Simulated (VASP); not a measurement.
A run of VASP 6.6.1:

Contents of INCAR:

```
PREC = Accurate
ENCUT = 440
EDIFF = 1E-8
ISMEAR = 0
SIGMA = 0.01
LREAL = F
LASPH = T
NELM = 120
ALGO = Normal
ISIF = 2
LWAVE = F
LCHARG = F
METAGGA = R2SCAN
LMIXTAU = T
LCALCEPS = T
GGA_COMPAT = F
```

KPOINTS

```
regular mesh
0
Gamma
  6 6 4
```

POSCAR

```
AgI
1.0
    4.6507453634      0.0000000000      0.0000000000
   -2.3253726817      4.0276636312      0.0000000000
    0.0000000000      0.0000000000      7.5997061756
Ag I
2 2
Direct
    0.6666666667      0.3333333333      0.6275234352
    0.3333333333      0.6666666667      0.1275234352
    0.6666666667      0.3333333333      0.0024765648
    0.3333333333      0.6666666667      0.5024765648
```

Potentials or basis: VASP PAW PBE potentials, release 64 (Ag, I).

Launch:

```bash
$ cat potpaw_PBE.64/Ag/POTCAR potpaw_PBE.64/I/POTCAR > POTCAR
$ mpirun -np 1 vasp_std > vasp.out
```

Hardware: 1 thread of Intel(R) Xeon(R) Platinum 8488C (Sapphire Rapids), on a shared host.

Estimate the wall time of this run.

Wall time 63 min on 1 thread of Intel(R) Xeon(R) Platinum 8488C (Sapphire Rapids), on a shared host, peak memory 0.84 GiB. Counts: scf iterations 86, k points 21.
